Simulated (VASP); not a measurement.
# Sn (P6_3/mmc) in VASP: further runs, part 2 of 2

VASP 6.6.1. Earlier steps stand in the parts before.

### Step 4. Single point, RPBE (volume scaled by 0.92)

The input, INCAR:

```
SYSTEM = Sn
PREC = Accurate ; ENCUT = 520
EDIFF = 1E-6 ; ISMEAR = -1
SIGMA = 0.1 ; LREAL = .FALSE.
LASPH = .TRUE. ; NELM = 60
ALGO = Normal ; ISIF = 2
LWAVE = .FALSE. ; LCHARG = .FALSE.
GGA = RP ; NBANDS = 21
```

The input, KPOINTS:

```
Automatic mesh
0
G
  12 12 6
  0 0 0
```

The input, POSCAR:

```
Sn
1.0
    3.3178831640      0.0000000000      0.0000000000
   -1.6589415820      2.8733711068      0.0000000000
    0.0000000000      0.0000000000      5.5129175017
Sn
2
Direct
    0.3333333333      0.6666666667      0.2500000000
    0.6666666667      0.3333333333      0.7500000000
```

Potentials or basis: VASP PAW PBE potentials, release 64 (Sn_d).

On the command line:

```bash
$ cat potpaw_PBE.64/Sn_d/POTCAR > POTCAR
$ mpirun -np 1 vasp_std > vasp.out
```

OUTCAR:

```text
SYSTEM = Sn
   PREC = Accurate
   ENCUT = 520
   EDIFF = 1E-6
   ISMEAR = -1
   LREAL = .FALSE.
   LASPH = .TRUE.
   NELM = 60
   ISIF = 2
   GGA = RP

 ion  position               nearest neighbor table
   1  0.333  0.667  0.250-   2 3.36   2 3.36   2 3.36   2 3.36   2 3.36   2 3.36
   2  0.667  0.333  0.750-   1 3.36   1 3.36   1 3.36   1 3.36   1 3.36   1 3.36

  LATTYP: Found a hexagonal cell.
 ALAT       =     3.3178831640
 C/A-ratio  =     1.6615767431

  Lattice vectors:

 A1 = (   3.3178831640,   0.0000000000,   0.0000000000)
 A2 = (  -1.6589415820,   2.8733711068,   0.0000000000)
 A3 = (   0.0000000000,   0.0000000000,   5.5129175017)

Analysis of symmetry for initial positions (statically):
=====================================================================
 Subroutine PRICEL returns:
 Original cell was already a primitive cell.

 Routine SETGRP: Setting up the symmetry group for a
 hexagonal supercell.

 Subroutine GETGRP returns: Found 24 space group operations
 (whereof 12 operations were pure point group operations)
[... 155 lines left out ...]

 number of electron      27.9999992 magnetization

 Free energy of the ion-electron system (eV)
  ---------------------------------------------------
  ext. energy  EPLUGINS =         0.00000000
  ---------------------------------------------------
  free energy    TOTEN  =        -6.80940807 eV

  energy without entropy =       -6.77008296  energy(sigma->0) =       -6.78974551

 E-fermi :   8.5956     XC(G=0): -10.4473

 val. band max:        8.5726258965   @ k =   0.2500   0.2500   0.1667
 cond. band min:       8.6309391374   @ k =   0.3333   0.2500   0.0000
 fundamental gap:      0.0583132409
 Fermi energy:         8.5955835925

 k-point     1 :       0.0000    0.0000    0.0000
  band No.  band energies     occupation
      1     -12.9982      2.00000
      2     -12.9940      2.00000
      3     -12.9804      2.00000
      4     -12.9804      2.00000
      5     -12.9693      2.00000
      6     -12.9693      2.00000
[... 565 lines left out ...]
     20      17.1623      0.00000
     21      18.2519      0.00000

 [... further k-points ...]
[... 5 lines left out ...]
  --------------------------------------------------------------------------------------
  -------------------------------------------------------------------------------------
  Total        1.6204458      1.6204458      1.1551620     -0.0000000      0.0000000     -0.0000000
  in kB       49.3981611     49.3981611     35.2143093     -0.0000000      0.0000000     -0.0000000
  external PRESSURE =      44.6702105 kB  Pullay stress =       0.0000000 kB

 VOLUME and BASIS-vectors are now :
 -----------------------------------------------------------------------------
  energy-cutoff  :      520.00
  volume of cell :       52.56
      direct lattice vectors                 reciprocal lattice vectors
     3.317883164  0.000000000  0.000000000     0.301396990  0.174011634  0.000000000
    -1.658941582  2.873371107  0.000000000     0.000000000  0.348023267  0.000000000
     0.000000000  0.000000000  5.512917502     0.000000000  0.000000000  0.181392158

 POSITION                                       TOTAL-FORCE (eV/Angst)
 -----------------------------------------------------------------------------------
     -0.00000      1.91558      1.37823        -0.000000     -0.000000      0.000000
      1.65894      0.95779      4.13469         0.000000      0.000000      0.000000
 -----------------------------------------------------------------------------------
    total drift:                               -0.000000      0.000000      0.000000

  FREE ENERGIE OF THE ION-ELECTRON SYSTEM (eV)
  ---------------------------------------------------
  free  energy   TOTEN  =        -6.8094080665 eV

  energy  without entropy=       -6.7700829608  energy(sigma->0) =       -6.78974551
```

stdout:

```text
POSCAR found type information on POSCAR Sn
 POSCAR found :  1 types and       2 ions
 scaLAPACK will be used
 -----------------------------------------------------------------------------
|                                                                             |
|                                                                             |
|     You enforced a specific xc type in the INCAR file but a different       |
|     I HOPE YOU KNOW WHAT YOU ARE DOING!                                     |
|                                                                             |
 -----------------------------------------------------------------------------

 LDA part: xc-table for (Slater+PW92), standard interpolation
 POSCAR, INCAR and KPOINTS ok, starting setup
 FFT: planning ... GRIDC
 FFT: planning ... GRID_SOFT
 FFT: planning ... GRID
 WAVECAR not read
 entering main loop
```

It took 39 s on 1 thread of Intel Xeon Platinum 8375C at 2.90GHz (Ice Lake), shared host; peak memory 0.21 GiB.

What came out:

| Property | Result |
| --- | --- |
| Free energy | -6.8094 eV |
| Pressure | 4.5 GPa |
| Band gap on the k mesh | zero (band 14 reaches 14.84 eV, above the bottom of band 15 at 6.14 eV) |

Caveat: the PAW data sets were made with another functional, which shifts forces and pressure a little; spin-orbit coupling is left out, which moves the levels of the heavy elements.

### Step 5. Single point, RPBE (volume scaled by 0.96)

The input, INCAR:

```
SYSTEM = Sn
PREC = Accurate
ENCUT = 520
EDIFF = 1E-6
ISMEAR = -1
SIGMA = 0.1
LREAL = .False.
LASPH = .True.
NELM = 100
ALGO = Normal
ISIF = 2
LWAVE = .False.
LCHARG = .False.
GGA = RP
NBANDS = 21
```

The input, KPOINTS:

```
Automatic mesh
0
Gamma
  12 12 6
  0 0 0
```

The input, POSCAR:

```
Sn
1.0
    3.3652878995      0.0000000000      0.0000000000
   -1.6826439498      2.9144248121      0.0000000000
    0.0000000000      0.0000000000      5.5916841078
Sn
2
Direct
    0.3333333333      0.6666666667      0.2500000000
    0.6666666667      0.3333333333      0.7500000000
```

On the command line:

```bash
$ cat potpaw_PBE.64/Sn_d/POTCAR > POTCAR
$ mpirun -np 1 vasp_std > vasp.out
```

Run time: 40 s. Hardware: 1 thread of Intel Xeon Platinum 8375C at 2.90GHz (Ice Lake), shared host; peak memory 0.21 GiB.

The run converged. Its results:

* Free energy: -6.8560 eV
* Pressure: 2.0 GPa
* Band gap on the k mesh: zero (band 14 reaches 14.06 eV, above the bottom of band 15 at 5.73 eV)

Stress tensor (GPa, compression positive):
```
2.40 0.00 0.00
0.00 2.40 0.00
0.00 0.00 1.27
```

Levels at points of the mesh, in eV from the Fermi level:
```csv
k point,band 11,band 12,band 13,band 14,band 15,band 16,band 17,band 18
"(0.00, 0.00, 0.00)",-10.99,-6.85,-4.56,5.99,5.99,7.55,7.68,7.68
"(0.50, 0.00, 0.00)",-6.93,-5.82,-2.38,-1.51,-0.71,1.28,2.28,5.77
"(0.00, 0.00, 0.50)",-9.74,-9.74,0.82,0.82,6.86,6.86,6.86,6.86
"(0.50, 0.00, 0.50)",-5.90,-5.90,-3.97,-3.97,3.59,3.59,3.74,3.74
```

Caveat: the PAW data sets were made with another functional, which shifts forces and pressure a little; spin-orbit coupling is left out, which moves the levels of the heavy elements.

### Step 6. Summary

| cell | k mesh | gap on the mesh (eV) | pressure (GPa) |
| --- | --- | --- | --- |
| a = 3.411, b = 3.411, c = 5.668 Å, angles 90.0, 90.0, 120.0°, 2 atoms | 11 × 11 × 6 | none | -0.1 |
| a = 3.269, b = 3.269, c = 5.432 Å, angles 90.0, 90.0, 120.0°, 2 atoms | 12 × 12 × 6 | none | 7.6 |
| a = 3.318, b = 3.318, c = 5.513 Å, angles 90.0, 90.0, 120.0°, 2 atoms | 12 × 12 × 6 | none | 4.5 |
| a = 3.365, b = 3.365, c = 5.592 Å, angles 90.0, 90.0, 120.0°, 2 atoms | 12 × 12 × 6 | none | 2.0 |

Alike in all rows: task single point; level RPBE; potentials or basis VASP PAW PBE potentials, release 64 (Sn_d); no spin polarisation; cutoff (eV) 520; smearing fermi-dirac 0.1 eV.

Caveats: the PAW data sets were made with another functional, which shifts forces and pressure a little; spin-orbit coupling is left out, which moves the levels of the heavy elements.

Total energies depend on the potentials used, so only differences within one code and one set of settings carry meaning.
